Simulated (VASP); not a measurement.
## MgS (Niningerite): single point with RPBE

Crystal: MgS (Niningerite).

```
CELL_PARAMETERS angstrom
0.00000 2.60165 2.60165
2.60165 0.00000 2.60165
2.60165 2.60165 0.00000
ATOMIC_POSITIONS crystal
S 0.50000 0.50000 0.50000
Mg 0.00000 0.00000 0.00000
```

```
Program             : VASP 6.6.1
Task                : single point
Functional          : RPBE
Potentials or basis : VASP PAW PBE potentials, release 64 (S, Mg)
Cutoff              : 520 eV
k mesh              : 5 × 5 × 5
Occupations         : fermi-dirac, width 0.05 eV
Spin                : no spin polarisation
```

```
Pressure               : 3.1 GPa
Band gap on the k mesh : 3.32 eV, indirect (least direct gap 3.86 eV)
```

Levels at points of the mesh, in eV from the valence-band top:
| k point | band 1 | band 2 | band 3 | band 4 | band 5 | band 6 | band 7 | band 8 | band 9 |
| --- | --- | --- | --- | --- | --- | --- | --- | --- | --- |
| (0.00, 0.00, 0.00) | -12.65 | 0.00 | 0.00 | 0.00 | 3.86 | 7.99 | 7.99 | 7.99 | 10.36 |

Wall time 5.5 s on 1 thread of Intel(R) Xeon(R) Platinum 8375C CPU @ 2.90GHz (Ice Lake), with other jobs on the host, peak memory 0.15 GiB.

Caveat: the PAW data sets were made with another functional, which shifts forces and pressure a little. RPBE gaps usually lie below the measured ones, often by a third to a half.
